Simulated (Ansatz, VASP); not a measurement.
# SnTe: VASP beside Ansatz

The input POSCAR:

```
SnTe
1.0
    0.0000000000      3.6819707652      3.6819707652
    3.6819707652      0.0000000000      3.6819707652
    3.6819707652      3.6819707652      0.0000000000
Te Sn
1 1
Direct
    0.2500000000      0.2500000000      0.2500000000
    0.0000000000      0.0000000000      0.0000000000
```

Contents of INCAR.step1:

```
PREC = Accurate
ENCUT = 520
EDIFF = 1E-5
ISMEAR = -1
SIGMA = 0.05
LREAL = F
LASPH = T
NELM = 60
ALGO = Normal
ISIF = 2
LWAVE = T
LCHARG = F
GGA = PE
NBANDS = 17
```

INCAR.step2

```
PREC = Accurate
ENCUT = 520
EDIFF = 1E-6
ISMEAR = -1
SIGMA = 0.05
LREAL = F
LASPH = T
NELM = 60
ALGO = Normal
ISIF = 2
LWAVE = F
LCHARG = F
GGA = PE
LHFCALC = T
AEXX = 0.25
PRECFOCK = Normal
ISTART = 1
NBANDS = 17
```

The input KPOINTS:

```
regular mesh
0
Gamma
  4 4 4
```

File input.yaml:

```yaml
crystal:
  lattice:
    - [0.0, 3.6819707652, 3.6819707652]
    - [3.6819707652, 0.0, 3.6819707652]
    - [3.6819707652, 3.6819707652, 0.0]
  atoms:
    - { symbol: Te, position: [0.25, 0.25, 0.25] }
    - { symbol: Sn, position: [0.0, 0.0, 0.0] }
hamiltonian:
  xc: pbe0
  pseudopotentials: { kind: paw }
kpoints:
  mp_grid: { grid: [4, 4, 4] }
scf:
  occupations: { method: fermi_dirac, width: 0.05 }
output:
  forces: true
  stress: true
  eigenvalues: true
  write_density: true
  write_potential: true
  elf: true
  volumetric_format: npy
```

Alike in both runs: task single point; functional PBE0; k mesh 4 × 4 × 4; occupations fermi-dirac, width 0.05 eV; no spin polarisation.

|  | VASP | Ansatz |
| --- | --- | --- |
| version | VASP 6.6.1 | Ansatz 0.2.0 |
| potentials or method | VASP PAW PBE potentials, release 64 (Te, Sn_d) | Ansatz PAW |
| plane-wave cutoff (eV) | 520 | 420 |
| valence electrons in the cell | 20 | 30 |

```csv
,VASP,Ansatz,Ansatz less VASP
gap on the k mesh at the Fermi level (eV),1.17,1.14,-0.029
least direct gap on the mesh (eV),1.87,1.85,-0.017
pressure (GPa),-2.0,-1.8,+0.17
```

VASP's potentials hold 20 valence electrons a cell and Ansatz's 30, so a difference there can come from the potentials and not from the codes.

Neither program's run includes spin-orbit coupling.
